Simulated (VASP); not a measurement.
# Ir (Fm-3m) in VASP: notebook

Ir is run at these levels: PBEsol; tasks: single point.

Everything below comes from runs of VASP 6.6.1. Logs are shortened: lines on timing, memory, paths and dates and some standing lists are left out, and cuts for length are marked.

## 1. The cell of the first run

The structure is cubic, space group Fm-3m (No. 225). Conventional cell: a = 3.827 Å, b = 3.827 Å, c = 3.827 Å, α = 90.00°, β = 90.00°, γ = 90.00°. Within 3.6 Å of Ir (site symmetry m-3m) lie 12 Ir at 2.71 Å.

## 2. Single point, PBEsol (volume scaled by 0.99)

INCAR reads:

```
SYSTEM = Ir
PREC = Accurate
ENCUT = 520
EDIFF = 1E-6
ISMEAR = -1
SIGMA = 0.05
LREAL = .FALSE.
LASPH = .TRUE.
NELM = 100
ALGO = Normal
ISIF = 2
LWAVE = .FALSE.
LCHARG = .FALSE.
GGA = PS
NBANDS = 10
```

KPOINTS reads:

```
Automatic mesh
0
G
  18 18 18
  0 0 0
```

POSCAR reads:

```
Ir
1.0
    0.0000000000      1.9132795507      1.9132795507
    1.9132795507      0.0000000000      1.9132795507
    1.9132795507      1.9132795507      0.0000000000
Ir
1
Direct
    0.0000000000      0.0000000000      0.0000000000
```

Potentials or basis: VASP PAW PBE potentials, release 64 (Ir).

Command:

```console
cat potpaw_PBE.64/Ir/POTCAR > POTCAR
mpirun -np 1 vasp_std > vasp.out
```

OUTCAR:

```text
SYSTEM = Ir
   PREC = Accurate
   ENCUT = 520
   EDIFF = 1E-6
   ISMEAR = -1
   LREAL = .FALSE.
   LASPH = .TRUE.
   NELM = 100
   ISIF = 2
   GGA = PS

 ion  position               nearest neighbor table
   1  0.000  0.000  0.000-

  LATTYP: Found a face centered cubic cell.
 ALAT       =     3.8265591014

  Lattice vectors:

 A1 = (   0.0000000000,   1.9132795507,   1.9132795507)
 A2 = (   1.9132795507,   0.0000000000,   1.9132795507)
 A3 = (   1.9132795507,   1.9132795507,   0.0000000000)

Analysis of symmetry for initial positions (statically):
=====================================================================
 Subroutine PRICEL returns:
 Original cell was already a primitive cell.

 Routine SETGRP: Setting up the symmetry group for a
 face centered cubic supercell.

 Subroutine GETGRP returns: Found 48 space group operations
 (whereof 48 operations were pure point group operations)
 out of a pool of 48 trial point group operations.

The static configuration has the point symmetry O_h .

Analysis of symmetry for dynamics (positions and initial velocities):
=====================================================================
 Subroutine PRICEL returns:
 Original cell was already a primitive cell.

 Routine SETGRP: Setting up the symmetry group for a
 face centered cubic supercell.

 Subroutine GETGRP returns: Found 48 space group operations
 (whereof 48 operations were pure point group operations)
 out of a pool of 48 trial point group operations.

The dynamic configuration has the point symmetry O_h .

 Subroutine INISYM returns: Found 48 space group operations
 (whereof 48 operations are pure point group operations),
 and found     1 'primitive' translations

----------------------------------------------------------------------------------------

                                     Primitive cell

  volume of cell :      14.0077

  direct lattice vectors                    reciprocal lattice vectors
     0.000000000  1.913279551  1.913279551    -0.261331388  0.261331388  0.261331388
     1.913279551  0.000000000  1.913279551     0.261331388 -0.261331388  0.261331388
     1.913279551  1.913279551  0.000000000     0.261331388  0.261331388 -0.261331388

  length of vectors
     2.705785889  2.705785889  2.705785889     0.452639241  0.452639241  0.452639241

  position of ions in fractional coordinates (direct lattice)
     0.000000000  0.000000000  0.000000000

  ion indices of the primitive-cell ions
   primitive index   ion index
                 1           1

----------------------------------------------------------------------------------------

 KPOINTS: Automatic mesh

Automatic generation of k-mesh.
 Grid dimensions read from file:
 generate k-points for:   18   18   18

 Generating k-lattice:

  Cartesian coordinates                     Fractional coordinates (reciprocal lattice)
    -0.014518410  0.014518410  0.014518410     0.055555556  0.000000000  0.000000000
     0.014518410 -0.014518410  0.014518410     0.000000000  0.055555556  0.000000000
     0.014518410  0.014518410 -0.014518410     0.000000000  0.000000000  0.055555556

  Length of vectors
     0.025146625  0.025146625  0.025146625

  Shift w.r.t. Gamma in fractional coordinates (k-lattice)
     0.000000000  0.000000000  0.000000000

 Subroutine IBZKPT returns following result:
 ===========================================

 Found    195 irreducible k-points:

 Following reciprocal coordinates:
            Coordinates               Weight
  0.000000  0.000000  0.000000      1.000000
  0.055556  0.000000  0.000000      8.000000
  0.111111  0.000000  0.000000      8.000000
  0.166667  0.000000  0.000000      8.000000
  0.222222  0.000000  0.000000      8.000000
  0.277778  0.000000  0.000000      8.000000
[... 16 lines left out ...]
 -0.277778  0.055556  0.000000     24.000000
 -0.222222  0.055556  0.000000     24.000000
 [... further k-points ...]
   k-points           NKPTS =    195   k-points in BZ     NKDIM =    195   number of bands    NBANDS=     10
   number of dos      NEDOS =    301   number of ions     NIONS =      1
   total plane-waves  NPLWV =   8000
   dimension x,y,z NGX =    20 NGY =   20 NGZ =   20
   dimension x,y,z NGXF=    40 NGYF=   40 NGZF=   40
   ions per type =               1
   NGX,Y,Z   is equivalent  to a cutoff of  12.29, 12.29, 12.29 a.u.
   NGXF,Y,Z  is equivalent  to a cutoff of  24.58, 24.58, 24.58 a.u.
 SYSTEM =  Ir
   PREC   = accura    normal or accurate (medium, high low for compatibility)
   ISTART =      0    job   : 0-new  1-cont  2-samecut
   ICHARG =      2    charge: 1-file 2-atom 10-const
   ISPIN  =      1    spin polarized calculation?
   LNONCOLLINEAR =      F non collinear calculations
   LSORBIT =      F    spin-orbit coupling
   LASPH  =      T    aspherical Exc in radial PAW
   ENCUT  =  520.0 eV  38.22 Ry    6.18 a.u.   5.03  5.03  5.03*2*pi/ulx,y,z
   NELM   =    100;   NELMIN=  2; NELMDL= -5     # of ELM steps
   EDIFF  = 0.1E-05   stopping-criterion for ELM
   LREAL  =      F    real-space projection
   EDIFFG = 0.1E-04   stopping-criterion for IOM
   NSW    =      0    number of steps for IOM
   IBRION =     -1    ionic relax: 0-MD 1-quasi-New 2-CG
   NFREE  =      0    steps in history (QN), initial steepest desc. (CG)
   ISIF   =      2    stress and relaxation
   ISYM   =      2    0-nonsym 1-usesym 2-fastsym
   POTIM  = 0.5000    time-step for ionic-motion
   TEBEG  =    0.0;   TEEND  =   0.0 temperature during run
   PSTRESS=    0.0 pullay stress
   NELECT =       9.0000    total number of electrons
   NUPDOWN=      -1.0000    fix difference up-down
   EMIN   =  10.00;   EMAX   =-10.00  energy-range for DOS
   EFERMI =   0.00;   METHOD = LEGACY
   ISMEAR =    -1;   SIGMA  =   0.05  broadening in eV -4-tet -1-fermi 0-gaus
   EFERMI_NEDOS =   21; number of points for ismear=-14 and -15
   IALGO  =     38    algorithm
   IMIX   =      4    mixing-type and parameters
     AMIX     =   0.40;   BMIX     =  1.00
     AMIX_MAG =   1.60;   BMIX_MAG =  1.00
  volume/ion in A,a.u.               =      14.01        94.53
  Fermi-wavevector in a.u.,A,eV,Ry     =   1.412648  2.669517 27.151431  1.995574
  Thomas-Fermi vector in A             =   2.534375
   LORBIT       =      0    0 simple, 1 ext, 2 COOP (PROOUT), +10 PAW based schemes
   GGA     = PS    functional components
   LHFCALC =     F    Hartree Fock is set to
   AEXX    =    0.0000 exact exchange contribution
   IVDW    =     0    specifies the selected vdW correction
   LEPSILON=     F    determine dielectric tensor
   LRPA    =     F    only Hartree local field effects (RPA)
 non-spin polarized calculation
  energy-cutoff  :      520.00
  volume of cell :       14.01
 maximum number of plane-waves:       388
   NGX =  9   NGY =  9   NGZ =  9

 number of electron       9.0000000 magnetization

 Free energy of the ion-electron system (eV)
  ---------------------------------------------------
  ext. energy  EPLUGINS =         0.00000000
  ---------------------------------------------------
  free energy    TOTEN  =        -9.82443879 eV

  energy without entropy =       -9.81640136  energy(sigma->0) =       -9.82042008

 E-fermi :  10.4536     XC(G=0): -14.1598

 val. band max:       10.4501741276   @ k =   0.5000   0.2222   0.1111
 cond. band min:      10.4673858480   @ k =   0.3333   0.1111   0.0556
 fundamental gap:      0.0172117204
 Fermi energy:        10.4535867283

 k-point     1 :       0.0000    0.0000    0.0000
  band No.  band energies     occupation
      1      -0.8792      2.00000
      2       6.4567      2.00000
      3       6.4567      2.00000
      4       6.4567      2.00000
      5       9.2157      2.00000
      6       9.2157      2.00000
      7      24.7179      0.00000
      8      30.3512      0.00000
      9      30.3512      0.00000
     10      30.3512      0.00000

 k-point     2 :       0.0556    0.0000    0.0000
  band No.  band energies     occupation
      1      -0.7401      2.00000
      2       6.3810      2.00000
      3       6.5178      2.00000
      4       6.5178      2.00000
      5       9.1754      2.00000
      6       9.1754      2.00000
      7      24.9609      0.00000
      8      29.5969      0.00000
      9      30.5815      0.00000
     10      30.5815      0.00000

 k-point     3 :       0.1111    0.0000    0.0000
  band No.  band energies     occupation
      1      -0.3370      2.00000
      2       6.1868      2.00000
      3       6.6779      2.00000
      4       6.6779      2.00000
      5       9.0872      2.00000
      6       9.0872      2.00000
      7      25.6281      0.00000
      8      28.1305      0.00000
      9      31.2509      0.00000
     10      31.2509      0.00000

 k-point     4 :       0.1667    0.0000    0.0000
  band No.  band energies     occupation
      1       0.2805      2.00000
      2       5.9668      2.00000
      3       6.8582      2.00000
      4       6.8582      2.00000
      5       9.0521      2.00000
      6       9.0521      2.00000
      7      26.3144      0.00000
      8      26.7846      0.00000
      9      32.2965      0.00000
     10      32.2965      0.00000
[... 222 lines left out ...]
 k-point    22 :      -0.3333    0.0556    0.0000
  band No.  band energies     occupation
      1       2.2223      2.00000
      2       6.5552      2.00000
      3       6.6989      2.00000
      4       6.9645      2.00000
      5      10.0406      1.99948
      6      10.9603      0.00008
      7      21.1921      0.00000
      8      25.7624      0.00000
      9      31.2375      0.00000
     10      33.3211      0.00000

 k-point    23 :      -0.2778    0.0556    0.0000
  band No.  band energies     occupation
      1       1.9358      2.00000
      2       6.1214      2.00000
      3       6.7734      2.00000
      4       6.8839      2.00000
      5       9.4045      2.00000
      6      10.3397      1.81418
      7      22.9819      0.00000
      8      26.7911      0.00000
      9      32.3007      0.00000
     10      34.2859      0.00000

 k-point    24 :      -0.2222    0.0556    0.0000
  band No.  band energies     occupation
      1       1.3589      2.00000
      2       5.7742      2.00000
      3       6.9234      2.00000
      4       7.0175      2.00000
      5       8.9123      2.00000
      6       9.7905      2.00000
      7      24.5925      0.00000
      8      27.4284      0.00000
      9      32.5643      0.00000
     10      33.7885      0.00000

 [... further k-points ...]
[... 5 lines left out ...]
  --------------------------------------------------------------------------------------
  -------------------------------------------------------------------------------------
  Total        0.1902946      0.1902946      0.1902946     -0.0000000      0.0000000     -0.0000000
  in kB       21.7656596     21.7656596     21.7656596     -0.0000000      0.0000000     -0.0000000
  external PRESSURE =      21.7656596 kB  Pullay stress =       0.0000000 kB

 VOLUME and BASIS-vectors are now :
 -----------------------------------------------------------------------------
  energy-cutoff  :      520.00
  volume of cell :       14.01
      direct lattice vectors                 reciprocal lattice vectors
     0.000000000  1.913279551  1.913279551    -0.261331388  0.261331388  0.261331388
     1.913279551  0.000000000  1.913279551     0.261331388 -0.261331388  0.261331388
     1.913279551  1.913279551  0.000000000     0.261331388  0.261331388 -0.261331388

 POSITION                                       TOTAL-FORCE (eV/Angst)
 -----------------------------------------------------------------------------------
      0.00000      0.00000      0.00000         0.000000      0.000000     -0.000000
 -----------------------------------------------------------------------------------
    total drift:                                0.000000     -0.000000     -0.000000

  FREE ENERGIE OF THE ION-ELECTRON SYSTEM (eV)
  ---------------------------------------------------
  free  energy   TOTEN  =        -9.8244387917 eV

  energy  without entropy=       -9.8164013617  energy(sigma->0) =       -9.82042008
```

Wall time 18 s (1 thread of Intel Xeon Platinum 8488C (Sapphire Rapids), shared host); peak memory 0.15 GiB.

Results:

| Item | Value |
| --- | --- |
| Free energy | -9.8244 eV |
| Pressure | 2.2 GPa |

Caveat: the PAW data sets were made with another functional, which shifts forces and pressure a little; spin-orbit coupling is left out, which moves the levels of the heavy elements.

## 3. Single point, PBEsol (volume scaled by 1.02)

INCAR reads:

```
ALGO     = Normal         # electronic algorithm
EDIFF    = 1E-6           # SCF threshold, eV
ENCUT    = 520            # plane-wave cutoff, eV
GGA      = PS             # functional
ISIF     = 2              # what is computed and relaxed
ISMEAR   = -1             # smearing method
LASPH    = T              # aspherical terms in the spheres
LCHARG   = F              # write CHGCAR
LREAL    = F              # projectors in reciprocal space
LWAVE    = F              # write WAVECAR
NBANDS   = 10             # bands
NELM     = 100            # most SCF steps
PREC     = Accurate       # precision mode
SIGMA    = 0.05           # smearing width, eV
```

KPOINTS reads:

```
k-points
0
Gamma
  18 18 18
```

POSCAR reads:

```
Ir
1.0
    0.0000000000      1.9324136155      1.9324136155
    1.9324136155      0.0000000000      1.9324136155
    1.9324136155      1.9324136155      0.0000000000
Ir
1
Direct
    0.0000000000      0.0000000000      0.0000000000
```

Potentials or basis: VASP PAW PBE potentials, release 64 (Ir).

Command:

```console
cat potpaw_PBE.64/Ir/POTCAR > POTCAR
mpirun -np 1 vasp_std > vasp.out
```

Run time: 19 s. Hardware: 1 thread of Intel Xeon Platinum 8488C (Sapphire Rapids), shared host; peak memory 0.15 GiB.

The run converged. Its results:

- Free energy: -9.8153 eV
- Pressure: -8.9 GPa

Levels at points of the mesh, in eV from the Fermi level:
```tsv
k point	band 1	band 2	band 3	band 4	band 5	band 6	band 7	band 8
(0.00, 0.00, 0.00)	-11.00	-3.81	-3.81	-3.81	-1.18	-1.18	14.33	19.78
(0.50, 0.00, 0.00)	-7.96	-3.91	-3.91	-0.80	0.84	0.84	6.99	13.85
(0.50, 0.50, 0.00)	-7.74	-7.18	0.82	1.39	1.39	1.62	10.16	11.54
```

Caveat: the PAW data sets were made with another functional, which shifts forces and pressure a little; spin-orbit coupling is left out, which moves the levels of the heavy elements.

## 4. Single point, PBEsol (volume scaled by 1.04)

INCAR reads:

```
PREC = Accurate ; ENCUT = 520
EDIFF = 1E-6 ; ISMEAR = -1
SIGMA = 0.05 ; LREAL = F
LASPH = T ; NELM = 80
ALGO = Normal ; ISIF = 2
LWAVE = F ; LCHARG = F
GGA = PS ; NBANDS = 10
```

KPOINTS reads:

```
regular mesh
0
Gamma
  18 18 18
```

POSCAR reads:

```
Ir
1.0
    0.0000000000      1.9449621075      1.9449621075
    1.9449621075      0.0000000000      1.9449621075
    1.9449621075      1.9449621075      0.0000000000
Ir
1
Direct
    0.0000000000      0.0000000000      0.0000000000
```

Command:

```console
cat potpaw_PBE.64/Ir/POTCAR > POTCAR
mpirun -np 1 vasp_std > vasp.out
```

Wall time 18 s (1 thread of Intel Xeon Platinum 8488C (Sapphire Rapids), shared host); peak memory 0.15 GiB.

Results (log left out):

```
Free energy : -9.7939 eV
Pressure    : -15.2 GPa
```

Levels at points of the mesh, in eV from the Fermi level:
```csv
k point,band 1,band 2,band 3,band 4,band 5,band 6,band 7,band 8,band 9
"(0.00, 0.00, 0.00)",-10.79,-3.70,-3.70,-3.70,-1.15,-1.15,14.36,19.70,19.70
"(0.50, 0.00, 0.00)",-7.76,-3.79,-3.79,-0.74,0.81,0.81,6.81,13.88,19.39
"(0.50, 0.50, 0.00)",-7.52,-6.97,0.79,1.34,1.34,1.63,9.90,11.45,11.45
```

Caveat: the PAW data sets were made with another functional, which shifts forces and pressure a little; spin-orbit coupling is left out, which moves the levels of the heavy elements.

## 5. The runs side by side

| cell | gap on the mesh (eV) | pressure (GPa) |
| --- | --- | --- |
| a = 2.706 Å, angles 60.0°, 1 atom | none | 2.2 |
| a = 2.733 Å, angles 60.0°, 1 atom | none | -8.9 |
| a = 2.751 Å, angles 60.0°, 1 atom | none | -15.2 |

Alike in all rows: task single point; level PBEsol; potentials or basis VASP PAW PBE potentials, release 64 (Ir); no spin polarisation; k mesh 18 × 18 × 18; cutoff (eV) 520; smearing fermi-dirac 0.05 eV.

Caveats: the PAW data sets were made with another functional, which shifts forces and pressure a little; spin-orbit coupling is left out, which moves the levels of the heavy elements.

Absolute energies hang on the potentials; compare differences alone.
